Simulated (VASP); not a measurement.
# ZnS (Wurtzite-2H): single point with PBE-based screened hybrid

ZnS (Wurtzite-2H):

```
Zn S
1.0
     3.81100    0.00000    0.00000
    -1.90550    3.30042    0.00000
     0.00000    0.00000    6.23400
Zn S
2 2
Direct
  0.66667 0.33333 0.50000
  0.33333 0.66667 0.00000
  0.66667 0.33333 0.88500
  0.33333 0.66667 0.38500
```

```yaml
Program: VASP 6.6.1
Task: single point
Functional: PBE-based screened hybrid
Potentials_or_basis: VASP PAW PBE potentials, release 64 (Zn, S)
Cutoff: 520 eV
k_mesh: 4 × 4 × 3
Occupations: fermi-dirac, width 0.05 eV
Spin: no spin polarisation
Dipole_correction: no
Grid_for_exact_exchange_PRECFOCK: Normal
Share_of_exact_exchange: 0.15
Further_INCAR_settings: ALGO = Normal; EDIFF = 1e-07; NBANDS = 26
Screening_parameter: 0.2 1/Å
```

- Pressure: 2.1 GPa
- Largest force: 0.337 eV/Å
- Band gap on the k mesh: 2.98 eV, direct

Forces on the atoms (eV/Å):
```
Zn   0.000  0.000  0.337
Zn   0.000  0.000  0.337
S    0.000  0.000 -0.337
S    0.000  0.000 -0.337
```

Stress tensor (GPa, compression positive):
```
2.99 0.00 0.00
0.00 2.99 0.00
0.00 0.00 0.47
```

Levels at points of the mesh, in eV from the valence-band top:
| k point | band 14 | band 15 | band 16 | band 17 | band 18 | band 19 | band 20 | band 21 | band 22 | band 23 |
| --- | --- | --- | --- | --- | --- | --- | --- | --- | --- | --- |
| (0.00, 0.00, 0.00) | -0.91 | -0.91 | -0.03 | -0.03 | 0.00 | 2.98 | 3.73 | 7.06 | 7.06 | 7.38 |
| (0.50, 0.00, 0.00) | -4.42 | -3.30 | -2.35 | -1.63 | -1.03 | 4.28 | 5.03 | 5.82 | 7.88 | 8.29 |

It took 13 min on 1 × NVIDIA H100 80GB with 1 thread of AMD EPYC 7R13 Processor (Zen 3) (shared host), peak memory 1.2 GiB.

Caveat: the k points lie up to 0.48 Å⁻¹ apart; the PAW data sets were made with another functional, which shifts forces and pressure a little.
